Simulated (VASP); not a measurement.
Runs of VASP 6.6.1 on Cu. The structure is that of space group Fmmm (No. 69), or close to it. The cells are those of the table. 

```csv
cell,further INCAR settings,gap on the mesh (eV),pressure (GPa)
"a = 2.650, b = 2.398, c = 2.415 Å, angles 66.8, 56.3, 63.1°, 1 atom",ALGO = Fast; EDIFF = 1e-06; NBANDS = 12,none,5.3
"a = 2.715, b = 2.339, c = 2.490 Å, angles 68.4, 53.2, 61.5°, 1 atom",ALGO = Fast; EDIFF = 1e-06; NBANDS = 12,none,(a)
"a = 2.716, b = 2.340, c = 2.432 Å, angles 69.4, 53.7, 63.1°, 1 atom",ALGO = Fast; EDIFF = 1e-06; NBANDS = 12,none,9.4
"a = 2.715, b = 2.338, c = 2.548 Å, angles 67.4, 52.6, 60.0°, 1 atom",ALGO = Fast; EDIFF = 1e-07; NBANDS = 12,none,8.1
```

Alike in all rows: task single point; level PBEsol; potentials or basis VASP PAW PBE potentials, release 64 (Cu); no spin polarisation; k mesh 22 × 22 × 22; cutoff (eV) 520; smearing gaussian 0.15 eV.

Q: Estimate the missing entries.

A: (a) 8.4.

Caveats: the PAW data sets were made with another functional, which shifts forces and pressure a little; the stress differs along the axes, from -2 to 9 GPa (at least some runs); the stress differs along the axes, from -7 to 20 GPa (at least some runs); the stress differs along the axes, from -5 to 19 GPa (at least some runs); the stress differs along the axes, from -8 to 20 GPa (at least some runs).

A gap of «none» marks levels without a gap at the run's occupations.
